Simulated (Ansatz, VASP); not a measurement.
## Mn in VASP and in Ansatz

The input INCAR:

```
SYSTEM = Mn
PREC     = Accurate       ! precision mode
ENCUT    = 520            ! plane-wave cutoff, eV
EDIFF    = 1E-6           ! SCF threshold, eV
ISMEAR   = -1             ! smearing method
SIGMA    = 0.05           ! smearing width, eV
LREAL    = .FALSE.        ! projectors in reciprocal space
LASPH    = .TRUE.         ! aspherical terms in the spheres
NELM     = 150            ! most SCF steps
ALGO     = Normal         ! electronic algorithm
ISIF     = 2              ! what is computed and relaxed
LWAVE    = .FALSE.        ! write WAVECAR
LCHARG   = .FALSE.        ! write CHGCAR
ISPIN    = 2              ! spin polarisation
MAGMOM   = 2.622 -2.622   ! initial moments
LORBIT   = 11             ! projections on sites
LMAXMIX  = 4              ! l up to which the mixer works
GGA      = RP             ! functional
NBANDS   = 24             ! bands
```

Contents of KPOINTS:

```
Automatic mesh
0
G
  12 12 12
  0 0 0
```

POSCAR

```
Mn
1.0
    0.0000000000      2.6880341352      2.6880341352
    2.6880341352      0.0000000000      2.6880341352
    2.6880341352      2.6880341352      0.0000000000
Mn
2
Direct
    0.1250000000      0.1250000000      0.1250000000
    0.8750000000      0.8750000000      0.8750000000
```

Input for Ansatz:

```yaml
crystal:
  lattice:
    - [0.0, 2.6880341352, 2.6880341352]
    - [2.6880341352, 0.0, 2.6880341352]
    - [2.6880341352, 2.6880341352, 0.0]
  atoms:
    - { symbol: Mn, position: [0.125, 0.125, 0.125], spin: 2.622 }
    - { symbol: Mn, position: [0.875, 0.875, 0.875], spin: -2.622 }
hamiltonian:
  xc: rpbe
  pseudopotentials:
    kind: paw
    azcp:
      Mn: "pseudopotentials/Mn.paw.azcp"
basis:
  ecutwfc: 420
  fft_grid_basis: typed
kpoints:
  mp_grid: { grid: [12, 12, 12], shift: [0, 0, 0] }
magnetization:
  spin_polarized: true
scf:
  occupations: { method: fermi_dirac, width: 0.05 }
  lower_state_search: "off"
output:
  stress: true
```

Alike in both runs: task single point; functional RPBE; k mesh 12 × 12 × 12; occupations fermi-dirac, width 0.05 eV; collinear spin.

|  | VASP | Ansatz |
| --- | --- | --- |
| version | VASP 6.6.1 | Ansatz 0.2.0 |
| potentials or method | VASP PAW PBE potentials, release 64 (Mn_pv), cutoff 520 eV | plane waves (420 eV) with PAW, scalar-relativistic |
| valence electrons in the cell | 26 | 30 |

|  | VASP | Ansatz | Ansatz less VASP |
| --- | --- | --- | --- |
| pressure (GPa) | -1.0 | -1.2 | -0.27 |
| net moment per atom (μB) | 0.00 | 0.00 | 0.000 |
| size of the moment on the site where the two differ most (μB) | 2.95 | 2.78 | -0.175 |

VASP's potentials were made for PBE, not for RPBE. Site moments also hang on the region over which each program counts them. The functional is the same, so the differences come from potentials, cutoffs and numerics. VASP's potentials hold 26 valence electrons a cell and Ansatz's 30, so a difference there can come from the potentials and not from the codes.
